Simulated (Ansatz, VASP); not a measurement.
One calculation of HfC, two programs

File INCAR:

```
ALGO = Normal
EDIFF = 1E-6
ENCUT = 600
GGA = PE
GGA_COMPAT = F
ISIF = 2
ISMEAR = 0
LASPH = T
LCHARG = T
LELF = T
LREAL = F
LVHAR = T
LWAVE = F
NBANDS = 22
NELM = 120
PREC = Accurate
SIGMA = 0.1
```

The input KPOINTS:

```
k-points
0
Gamma
  6 6 4
```

POSCAR

```
HfC
1.0
    3.3428660531      0.0000000000      0.0000000000
   -1.6714330265      2.8950069234      0.0000000000
    0.0000000000      0.0000000000      5.2027140000
Hf C
2 2
Direct
    0.6666666700      0.3333333300      0.7500000000
    0.3333333300      0.6666666700      0.2500000000
    0.0000000000      0.0000000000      0.0000000000
    0.0000000000      0.0000000000      0.5000000000
```

Input for Ansatz:

```yaml
crystal:
  lattice:
    - [3.3428660531, 0.0, 0.0]
    - [-1.6714330265, 2.8950069234, 0.0]
    - [0.0, 0.0, 5.202714]
  atoms:
    - { symbol: Hf, position: [0.66666667, 0.33333333, 0.75] }
    - { symbol: Hf, position: [0.33333333, 0.66666667, 0.25] }
    - { symbol: C, position: [0.0, 0.0, 0.0] }
    - { symbol: C, position: [0.0, 0.0, 0.5] }
basis:
  ecutwfc: 420
kpoints:
  mp_grid: { grid: [6, 6, 4] }
hamiltonian:
  xc: pbe
scf:
  occupations: { method: gaussian, width: 0.1 }
  lower_state_search: "off"
output:
  forces: true
  stress: true
  eigenvalues: true
```

Alike in both runs: task single point; functional PBE; k mesh 6 × 6 × 4; occupations gaussian, width 0.1 eV; no spin polarisation.

```csv
,VASP,Ansatz
version,VASP 6.6.1,Ansatz 0.2.0
potentials or method,"VASP PAW PBE potentials, release 64 (Hf_pv, C), cutoff 600 eV","scalar-relativistic, plane waves, PAW"
valence electrons in the cell,28,60
```

```tsv
	VASP	Ansatz	Ansatz less VASP
gap on the k mesh at the Fermi level (eV)	none	none	-
pressure (GPa)	-1.4	-0.6	+0.81
traceless stress, the component that is largest in VASP (GPa)	4.15	4.07	-0.075
```

A gap of «none» marks a metal or a gap that the smearing closes. With one functional, cell and mesh, what is left measures potentials, basis and numerics. VASP's potentials hold 28 valence electrons a cell and Ansatz's 60, so a difference there can come from the potentials and not from the codes.

The k mesh is coarse, so the values compare programs but aren't converged. Spin-orbit coupling is off throughout.
